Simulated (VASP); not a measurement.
Here is a VASP 6.6.1 calculation.

File INCAR:

```
PREC = Accurate ; ENCUT = 520
EDIFF = 1E-6 ; ISMEAR = 0
SIGMA = 0.1 ; LREAL = False
LASPH = True ; NELM = 80
ALGO = Normal ; ISIF = 2
LWAVE = False ; LCHARG = False
GGA = PE ; NBANDS = 17
```

Contents of KPOINTS:

```
Automatic mesh
0
Gamma
  16 16 16
```

The input POSCAR:

```
TeW
1.0
    3.3374263589      0.0000000000      0.0000000000
    0.0000000000      3.3374263589      0.0000000000
    0.0000000000      0.0000000000      3.3374263589
Te W
1 1
Direct
    0.0000000000      0.0000000000      0.0000000000
    0.5000000000      0.5000000000      0.5000000000
```

Potentials or basis: VASP PAW PBE potentials, release 64 (Te, W_sv).

Run with:

```console
$ cat potpaw_PBE.64/Te/POTCAR potpaw_PBE.64/W_sv/POTCAR > POTCAR
$ mpirun -np 1 vasp_std > vasp.out
```

Q: Predict the pressure.

A: 0.0 GPa.

Q: What does it give for the band gap on the k mesh?

A: Zero (band 10 reaches 13.64 eV, above the bottom of band 11 at 11.55 eV).

Caveat: spin-orbit coupling is left out, which moves the levels of the heavy elements.
